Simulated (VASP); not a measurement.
# CdF2 (Fm-3m) in VASP: further runs, part 2 of 2

VASP 6.6.1. Earlier steps stand in the parts before.

## (4) Single point, r2SCAN

This run uses another cell than the first one, of 12.11 Å³/atom.

POSCAR

```
CdF2
1.0
    0.0000000000      2.6285118209      2.6285118209
    2.6285118209      0.0000000000      2.6285118209
    2.6285118209      2.6285118209      0.0000000000
Cd F
1 2
Direct
    0.0000000000      0.0000000000      0.0000000000
    0.2500000000      0.2500000000      0.2500000000
    0.7500000000      0.7500000000      0.7500000000
```

INCAR.step1

```
  ALGO = Normal
  EDIFF = 1E-5
  ENCUT = 660
  GGA = PE
  GGA_COMPAT = F
  ISMEAR = 0
  LASPH = T
  LCHARG = F
  LREAL = F
  LWAVE = T
  NBANDS = 20
  NELM = 120
  PREC = Accurate
  SIGMA = 0.01
```

INCAR.step2

```
  ALGO = Normal
  EDIFF = 1E-6
  ENCUT = 660
  GGA_COMPAT = F
  ISIF = 2
  ISMEAR = 0
  ISTART = 1
  LASPH = T
  LCHARG = T
  LELF = T
  LMIXTAU = T
  LREAL = F
  LVHAR = T
  LWAVE = F
  METAGGA = R2SCAN
  NBANDS = 20
  NELM = 120
  PREC = Accurate
  SIGMA = 0.01
```

KPOINTS

```
k-points
0
Gamma
  4 4 4
```

The run is started by

```console
$ cat potpaw_PBE.64/Cd/POTCAR potpaw_PBE.64/F/POTCAR > POTCAR
$ cp INCAR.step1 INCAR
$ mpirun -np 1 vasp_std > vasp.out
$ cp INCAR.step2 INCAR
$ mpirun -np 1 vasp_std > vasp.out
```

It took 30 s on 1 thread of Intel Xeon Platinum 8259CL at 2.50GHz (Skylake/Cascade Lake), shared host; peak memory 0.19 GiB.

It converged, with:

* Free energy: -33.6199 eV
* Pressure: 11.2 GPa
* Band gap on the k mesh: 4.02 eV (least direct gap 4.41 eV)

Levels at points of the mesh, in eV from the valence-band top:
| k point | band 10 | band 11 | band 12 | band 13 | band 14 | band 15 | band 16 | band 17 |
| --- | --- | --- | --- | --- | --- | --- | --- | --- |
| (0.00, 0.00, 0.00) | -1.20 | -0.39 | -0.39 | -0.39 | 4.02 | 13.97 | 13.97 | 13.97 |
| (0.50, 0.00, 0.00) | -2.16 | -2.16 | -0.34 | -0.34 | 8.59 | 9.93 | 16.29 | 16.29 |
| (0.50, 0.50, 0.00) | -3.11 | -0.68 | -0.10 | -0.10 | 9.52 | 10.99 | 12.35 | 16.01 |

Caveat: the k points lie up to 0.52 Å⁻¹ apart; the PAW data sets were made with another functional, which shifts forces and pressure a little.

## (5) Single point, r2SCAN

This run uses another cell than the first one, of 13.03 Å³/atom.

POSCAR

```
CdF2
1.0
    0.0000000000      2.6939500265      2.6939500265
    2.6939500265      0.0000000000      2.6939500265
    2.6939500265      2.6939500265      0.0000000000
Cd F
1 2
Direct
    0.0000000000      0.0000000000      0.0000000000
    0.2500000000      0.2500000000      0.2500000000
    0.7500000000      0.7500000000      0.7500000000
```

INCAR.step1

```
PREC = Accurate
ENCUT = 660
ISMEAR = 0
SIGMA = 0.01
LREAL = False
LASPH = True
NELM = 120
NBANDS = 20
GGA = PE
ALGO = Normal
EDIFF = 1E-5
LWAVE = True
LCHARG = False
GGA_COMPAT = False
```

INCAR.step2

```
PREC = Accurate
ENCUT = 660
EDIFF = 1E-6
ISMEAR = 0
SIGMA = 0.01
LREAL = False
LASPH = True
NELM = 120
ALGO = Normal
ISIF = 2
LWAVE = False
LCHARG = True
METAGGA = R2SCAN
LMIXTAU = True
LELF = True
LVHAR = True
NBANDS = 20
ISTART = 1
GGA_COMPAT = False
```

KPOINTS

```
regular mesh
0
Gamma
  4 4 4
```

The run is started by

```console
$ cat potpaw_PBE.64/Cd/POTCAR potpaw_PBE.64/F/POTCAR > POTCAR
$ cp INCAR.step1 INCAR
$ mpirun -np 1 vasp_std > vasp.out
$ cp INCAR.step2 INCAR
$ mpirun -np 1 vasp_std > vasp.out
```

Run time: 30 s. Hardware: 1 thread of Intel Xeon Platinum 8259CL at 2.50GHz (Skylake/Cascade Lake), shared host; peak memory 0.19 GiB.

The run converged. Its results:

| Quantity | Value |
| --- | --- |
| Free energy | -33.7273 eV |
| Pressure | 0.8 GPa |
| Band gap on the k mesh | 3.75 eV (least direct gap 4.26 eV) |

Levels at points of the mesh, in eV from the valence-band top:
| k point | band 11 | band 12 | band 13 | band 14 | band 15 | band 16 |
| --- | --- | --- | --- | --- | --- | --- |
| (0.00, 0.00, 0.00) | -0.50 | -0.50 | -0.50 | 3.75 | 13.62 | 13.62 |
| (0.50, 0.00, 0.00) | -1.85 | -0.40 | -0.40 | 7.99 | 9.70 | 15.60 |
| (0.50, 0.50, 0.00) | -0.51 | -0.09 | -0.09 | 8.88 | 10.55 | 12.19 |

Caveat: the k points lie up to 0.50 Å⁻¹ apart; the PAW data sets were made with another functional, which shifts forces and pressure a little. A k mesh can miss the band edges.

## (6) Relaxation of cell and atoms, r2SCAN

This run uses another cell than the first one, of 13.05 Å³/atom.

POSCAR

```
CdF2
1.0
    0.0000000000      2.6950000000      2.6950000000
    2.6950000000      0.0000000000      2.6950000000
    2.6950000000      2.6950000000      0.0000000000
Cd F
1 2
Direct
    0.0000000000      0.0000000000      0.0000000000
    0.2500000000      0.2500000000      0.2500000000
    0.7500000000      0.7500000000      0.7500000000
```

INCAR.step1

```
PREC = Accurate ; ENCUT = 660
ISMEAR = 0 ; SIGMA = 0.01
LREAL = F ; LASPH = T
NELM = 120 ; GGA = PE
ALGO = Normal ; EDIFF = 1E-5
LWAVE = T ; LCHARG = F
GGA_COMPAT = F ; IBRION = 2
ISIF = 3 ; EDIFFG = -0.005
NELMIN = 4 ; NSW = 100
```

INCAR.step2

```
PREC = Accurate ; ENCUT = 660
EDIFF = 1E-7 ; ISMEAR = 0
SIGMA = 0.01 ; LREAL = F
LASPH = T ; NELM = 120
ALGO = Normal ; ISIF = 3
LWAVE = F ; LCHARG = F
METAGGA = R2SCAN ; LMIXTAU = T
IBRION = 2 ; NSW = 80
EDIFFG = -0.02 ; ISTART = 1
GGA_COMPAT = F ; NELMIN = 4
```

KPOINTS is that of step 5.

Potentials or basis: VASP PAW PBE potentials, release 64 (Cd, F).

The run is started by

```console
$ cat potpaw_PBE.64/Cd/POTCAR potpaw_PBE.64/F/POTCAR > POTCAR
$ cp INCAR.step1 INCAR
$ mpirun -np 1 vasp_std > vasp.out
$ cp INCAR.step2 INCAR
$ mpirun -np 1 vasp_std > vasp.out
```

Wall time 68 s (1 thread of Intel Xeon Platinum 8259CL at 2.50GHz (Skylake/Cascade Lake), shared host); peak memory 0.19 GiB.

Results (log left out):

- Free energy: -33.7278 eV
- Relaxed volume: 13.15 Å³/atom
- Relaxed cell: a = 3.821 Å, b = 3.821 Å, c = 3.821 Å, α = 60.00°, β = 60.00°, γ = 60.00°
- Space group after relaxing (to 0.1 Å): Fm-3m (No. 225)
- Energy gained by relaxing: 0.1 meV/atom
- Ionic steps: 2
- Pressure after relaxing: -0.2 GPa
- Band gap on the k mesh: 3.72 eV (least direct gap 4.24 eV)

Step by step:
```
step  energy change (eV)  largest force (eV/Å)  pressure (GPa)  volume (Å³)
   1              0.0000                0.0000            0.62        39.15
   2             -0.0003                0.0000           -0.23        39.44
```

Final structure:
```
Cd F
1.0
     0.00000    2.70160    2.70160
     2.70160    0.00000    2.70160
     2.70160    2.70160    0.00000
Cd F
1 2
Direct
  0.00000 0.00000 0.00000
  0.25000 0.25000 0.25000
  0.75000 0.75000 0.75000
```

Levels at points of the mesh, in eV from the valence-band top:
| k point | band 11 | band 12 | band 13 | band 14 | band 15 | band 16 |
| --- | --- | --- | --- | --- | --- | --- |
| (0.00, 0.00, 0.00) | -0.51 | -0.51 | -0.51 | 3.72 | 13.57 | 13.57 |
| (0.50, 0.00, 0.00) | -1.82 | -0.41 | -0.41 | 7.92 | 9.67 | 15.52 |
| (0.50, 0.50, 0.00) | -0.50 | -0.09 | -0.09 | 8.81 | 10.50 | 12.17 |

Caveat: the k points lie up to 0.50 Å⁻¹ apart in the final cell; the PAW data sets were made with another functional, which shifts forces and pressure a little. A k mesh can miss the band edges.

## (7) Summary

```tsv
task	cell	gap on the mesh (eV)	pressure (GPa)
single point	a = 3.649 Å, angles 60.0°, 3 atoms	4.22	21.8
single point	a = 3.759 Å, angles 60.0°, 3 atoms	3.90	6.0
single point	a = 3.717 Å, angles 60.0°, 3 atoms	4.02	11.2
single point	a = 3.810 Å, angles 60.0°, 3 atoms	3.75	0.8
relaxation of cell and atoms	relaxed from a = 3.811 Å, angles 60.0°, 3 atoms	3.72	-0.2
```

Alike in all rows: level r2SCAN; potentials or basis VASP PAW PBE potentials, release 64 (Cd, F); no spin polarisation; k mesh 4 × 4 × 4; cutoff (eV) 660; smearing gaussian 0.01 eV.

Caveats: all runs use coarse meshes; the PAW data sets were made with another functional, which shifts forces and pressure a little.

Total energies depend on the potentials used, so only differences within one code and one set of settings carry meaning.
